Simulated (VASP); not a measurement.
Wanted: the native input for a VASP 6.6.1 run.

| Property | Result |
| --- | --- |
| Task | single point |
| Functional | PBEsol |
| Potentials or basis | VASP PAW PBE potentials, release 64 (Cu) |
| Cutoff | 520 eV |
| k mesh | 15 × 15 × 8 |
| Occupations | gaussian, width 0.05 eV |
| Spin | no spin polarisation |
| Dipole correction | no |
| Further INCAR settings | ALGO = Fast; EDIFF = 1e-07; NBANDS = 18 |

The structure of Cu lies in POSCAR:

```
Cu
1.0
    2.4004692853      0.0000000000      0.0000000000
   -1.2002346426      2.0788673820      0.0000000000
    0.0000000000      0.0000000000      3.8957078815
Cu
2
Direct
    0.3333333300      0.6666666700      0.2500000000
    0.6666666700      0.3333333300      0.7500000000
```

One way to write it, as run:

INCAR

```
  PREC = Accurate
  ENCUT = 520
  EDIFF = 1E-7
  ISMEAR = 0
  SIGMA = 0.05
  LREAL = False
  LASPH = True
  NELM = 100
  ALGO = Fast
  ISIF = 2
  LWAVE = False
  LCHARG = True
  GGA = PS
  LELF = True
  LVHAR = True
  NBANDS = 18
```

KPOINTS

```
regular mesh
0
Gamma
  15 15 8
```

Potentials or basis: VASP PAW PBE potentials, release 64 (Cu).

The run is started by

```console
$ cat potpaw_PBE.64/Cu/POTCAR > POTCAR
$ mpirun -np 1 vasp_std > vasp.out
```

Results of the run:

```yaml
Pressure: 37.8 GPa
Band_gap_on_the_k_mesh: zero (band 11 reaches 14.58 eV, above the bottom of band 12 at 7.81 eV)
```

Caveat: the PAW data sets were made with another functional, which shifts forces and pressure a little.

Run time: 27 s on 1 thread of Intel(R) Xeon(R) 6975P-C (Granite Rapids), with other jobs on the host, peak memory 0.15 GiB.
